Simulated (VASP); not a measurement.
# Na (I4/mmm) in VASP: notebook, part 3 of 3

VASP 6.6.1. Earlier steps stand in the parts before.

### Step 4. Single point, PBEsol

This run uses another cell than the first one, of 39.34 Å³/atom, 1.017 times its volume.

Input file INCAR:

```
SYSTEM = Na
PREC = Accurate
ENCUT = 520
EDIFF = 1E-6
ISMEAR = 0
SIGMA = 0.15
LREAL = .False.
LASPH = .True.
NELM = 100
ALGO = Normal
ISIF = 2
LWAVE = .False.
LCHARG = .True.
GGA = PS
LELF = .True.
LVHAR = .True.
NBANDS = 10
```

Input file KPOINTS:

```
regular mesh
0
Gamma
  16 16 16
  0 0 0
```

Input file POSCAR:

```
Na
1.0
   -1.9567500000      1.9567500000      2.5685500000
    1.9567500000     -1.9567500000      2.5685500000
    1.9567500000      1.9567500000     -2.5685500000
Na
1
Direct
    0.0000000000      0.0000000000      0.0000000000
```

Potentials or basis: VASP PAW PBE potentials, release 64 (Na_pv).

Run with:

```sh
$ cat potpaw_PBE.64/Na_pv/POTCAR > POTCAR
$ mpirun -np 1 vasp_std > vasp.out
```

OUTCAR:

```text
SYSTEM = Na
   PREC = Accurate
   ENCUT = 520
   EDIFF = 1E-6
   ISMEAR = 0
   LREAL = .False.
   LASPH = .True.
   NELM = 100
   ISIF = 2
   GGA = PS

 ion  position               nearest neighbor table
   1  0.000  0.000  0.000-

  LATTYP: Found a body centered tetragonal cell.
 ALAT       =     3.9135000000
 C/A-ratio  =     1.3126613006

  Lattice vectors:

 A1 = (  -1.9567500000,   1.9567500000,   2.5685500000)
 A2 = (   1.9567500000,  -1.9567500000,   2.5685500000)
 A3 = (   1.9567500000,   1.9567500000,  -2.5685500000)

Analysis of symmetry for initial positions (statically):
=====================================================================
 Subroutine PRICEL returns:
 Original cell was already a primitive cell.

 Routine SETGRP: Setting up the symmetry group for a
 body centered tetragonal supercell.

 Subroutine GETGRP returns: Found 16 space group operations
 (whereof 16 operations were pure point group operations)
 out of a pool of 16 trial point group operations.

The static configuration has the point symmetry D_4h.

Analysis of symmetry for dynamics (positions and initial velocities):
[... 158 lines left out ...]

 val. band max:        0.1420316588   @ k =  -0.3125   0.3125   0.2500
 cond. band min:       0.1539547037   @ k =  -0.3125   0.4375   0.0625
 fundamental gap:      0.0119230449
 Fermi energy:         0.1516117354

 k-point     1 :       0.0000    0.0000    0.0000
  band No.  band energies     occupation
      1     -24.6891      2.00000
      2     -24.6888      2.00000
      3     -24.6888      2.00000
      4      -3.0123      2.00000
      5      10.8406      0.00000
      6      10.8407      0.00000
      7      11.0827      0.00000
      8      11.9743      0.00000
      9      12.3262      0.00000
     10      12.3328      0.00000
[... 287 lines left out ...]
 k-point    24 :      -0.0625    0.0625    0.0000
  band No.  band energies     occupation
      1     -24.6899      2.00000
      2     -24.6895      2.00000
      3     -24.6891      2.00000
      4      -2.9331      2.00000
      5      10.1343      0.00000
      6      10.3361      0.00000
      7      10.5090      0.00000
      8      11.8872      0.00000
      9      12.8343      0.00000
     10      12.9799      0.00000

 [... further k-points ...]
[... 5 lines left out ...]
  --------------------------------------------------------------------------------------
  -------------------------------------------------------------------------------------
  Total       -0.1398885     -0.1398885     -0.1256277      0.0000000     -0.0000000      0.0000000
  in kB       -5.6973612     -5.6973612     -5.1165504      0.0000000     -0.0000000      0.0000000
  external PRESSURE =      -5.5037576 kB  Pullay stress =       0.0000000 kB

 VOLUME and BASIS-vectors are now :
 -----------------------------------------------------------------------------
  energy-cutoff  :      520.00
  volume of cell :       39.34
      direct lattice vectors                 reciprocal lattice vectors
    -1.956750000  1.956750000  2.568550000     0.000000000  0.255525744  0.194662358
     1.956750000 -1.956750000  2.568550000     0.255525744  0.000000000  0.194662358
     1.956750000  1.956750000 -2.568550000     0.255525744  0.255525744  0.000000000

 POSITION                                       TOTAL-FORCE (eV/Angst)
 -----------------------------------------------------------------------------------
      0.00000      0.00000      0.00000         0.000000      0.000000     -0.000000
 -----------------------------------------------------------------------------------
    total drift:                               -0.000000     -0.000000     -0.000000

  FREE ENERGIE OF THE ION-ELECTRON SYSTEM (eV)
  ---------------------------------------------------
  free  energy   TOTEN  =        -1.3974241702 eV

  energy  without entropy=       -1.3924620975  energy(sigma->0) =       -1.39494313
```

stdout:

```text
POSCAR found type information on POSCAR Na
 POSCAR found :  1 types and       1 ions
 scaLAPACK will be used
 -----------------------------------------------------------------------------
|                                                                             |
|                                                                             |
|     You enforced a specific xc type in the INCAR file but a different       |
|     I HOPE YOU KNOW WHAT YOU ARE DOING!                                     |
|                                                                             |
 -----------------------------------------------------------------------------

 LDA part: xc-table for (Slater+PW92), standard interpolation
 POSCAR, INCAR and KPOINTS ok, starting setup
 FFT: planning ... GRIDC
 FFT: planning ... GRID_SOFT
 FFT: planning ... GRID
 WAVECAR not read
 entering main loop
```

Wall time 46 s (1 thread of Intel Xeon Platinum 8488C (Sapphire Rapids), shared host); peak memory 0.23 GiB.

Results:

```yaml
Free_energy: -1.3974 eV
Pressure: -0.6 GPa
```

Caveat: the PAW data sets were made with another functional, which shifts forces and pressure a little.

### Step 5. Single point, PBEsol

This run uses another cell than the first one, of 40.01 Å³/atom, 1.034 times its volume.

Input file INCAR:

```
SYSTEM = Na
PREC     = Accurate       ! precision mode
ENCUT    = 520            ! plane-wave cutoff, eV
EDIFF    = 1E-6           ! SCF threshold, eV
ISMEAR   = 0              ! smearing method
SIGMA    = 0.15           ! smearing width, eV
LREAL    = .False.        ! projectors in reciprocal space
LASPH    = .True.         ! aspherical terms in the spheres
NELM     = 60             ! most SCF steps
ALGO     = Normal         ! electronic algorithm
ISIF     = 2              ! what is computed and relaxed
LWAVE    = .False.        ! write WAVECAR
LCHARG   = .True.         ! write CHGCAR
GGA      = PS             ! functional
LELF     = .True.         ! ELF
LVHAR    = .True.       
NBANDS   = 10             ! bands
```

KPOINTS is that of step 4.

Input file POSCAR:

```
Na
1.0
   -1.9567500000      1.9567500000      2.6120919067
    1.9567500000     -1.9567500000      2.6120919067
    1.9567500000      1.9567500000     -2.6120919067
Na
1
Direct
    0.0000000000      0.0000000000      0.0000000000
```

Run with:

```sh
$ cat potpaw_PBE.64/Na_pv/POTCAR > POTCAR
$ mpirun -np 1 vasp_std > vasp.out
```

Wall time 40 s (1 thread of Intel Xeon Platinum 8488C (Sapphire Rapids), shared host); peak memory 0.23 GiB.

The run converged. Its results:

```
Free energy : -1.3952 eV
Pressure    : -0.6 GPa
```

Levels at points of the mesh, in eV from the Fermi level:
| k point | band 2 | band 3 | band 4 | band 5 | band 6 | band 7 |
| --- | --- | --- | --- | --- | --- | --- |
| (0.00, 0.00, 0.00) | -24.86 | -24.86 | -3.13 | 10.59 | 10.59 | 10.78 |
| (0.50, 0.00, 0.00) | -24.86 | -24.86 | 0.53 | 0.89 | 9.35 | 10.02 |
| (0.50, 0.50, 0.00) | -24.87 | -24.86 | 1.49 | 2.02 | 6.22 | 6.95 |
| (0.50, 0.50, 0.50) | -24.87 | -24.87 | 2.06 | 2.58 | 5.73 | 6.37 |

Caveat: the PAW data sets were made with another functional, which shifts forces and pressure a little.

### Step 6. Single point, PBEsol

This run uses another cell than the first one, of 40.67 Å³/atom, 1.052 times its volume.

Input file INCAR:

```
ALGO = Normal ; EDIFF = 1E-6
ENCUT = 520 ; GGA = PS
ISIF = 2 ; ISMEAR = 0
LASPH = True ; LCHARG = False
LREAL = False ; LWAVE = False
NBANDS = 10 ; NELM = 80
PREC = Accurate ; SIGMA = 0.15
```

Input file KPOINTS:

```
k-points
0
Gamma
  16 16 16
```

Input file POSCAR:

```
Na
1.0
   -1.9567500000      1.9567500000      2.6556500000
    1.9567500000     -1.9567500000      2.6556500000
    1.9567500000      1.9567500000     -2.6556500000
Na
1
Direct
    0.0000000000      0.0000000000      0.0000000000
```

Potentials or basis: VASP PAW PBE potentials, release 64 (Na_pv).

Run with:

```sh
$ cat potpaw_PBE.64/Na_pv/POTCAR > POTCAR
$ mpirun -np 1 vasp_std > vasp.out
```

It took 89 s on 1 thread of Oxide Virtual Turin-like, shared host; peak memory 0.21 GiB.

The run converged. Its results:

```yaml
Free_energy: -1.3925 eV
Pressure: -0.7 GPa
```

Levels at points of the mesh, in eV from the Fermi level:
| k point | band 2 | band 3 | band 4 | band 5 | band 6 | band 7 |
| --- | --- | --- | --- | --- | --- | --- |
| (0.00, 0.00, 0.00) | -24.87 | -24.87 | -3.10 | 10.50 | 10.50 | 10.64 |
| (0.50, 0.00, 0.00) | -24.87 | -24.87 | 0.53 | 0.87 | 9.37 | 9.86 |
| (0.50, 0.50, 0.00) | -24.88 | -24.88 | 1.53 | 2.05 | 6.12 | 6.81 |
| (0.50, 0.50, 0.50) | -24.88 | -24.88 | 1.92 | 2.45 | 5.77 | 6.41 |

Caveat: the PAW data sets were made with another functional, which shifts forces and pressure a little.

### Step 7. The runs side by side

```csv
cell,gap on the mesh (eV),pressure (GPa)
"a = 3.746 Å, angles 117.0, 117.0, 95.2°, 1 atom",none,-0.4
"a = 3.774 Å, angles 118.6, 118.6, 92.4°, 1 atom",none,-0.5
"a = 3.776 Å, angles 117.6, 117.6, 94.3°, 1 atom",none,-0.6
"a = 3.805 Å, angles 118.1, 118.1, 93.3°, 1 atom",none,-0.6
"a = 3.835 Å, angles 118.6, 118.6, 92.4°, 1 atom",none,-0.7
```

Alike in all rows: task single point; level PBEsol; potentials or basis VASP PAW PBE potentials, release 64 (Na_pv); no spin polarisation; k mesh 16 × 16 × 16; cutoff (eV) 520; smearing gaussian 0.15 eV.

Caveats: the PAW data sets were made with another functional, which shifts forces and pressure a little.

Absolute energies hang on the potentials; compare differences alone.
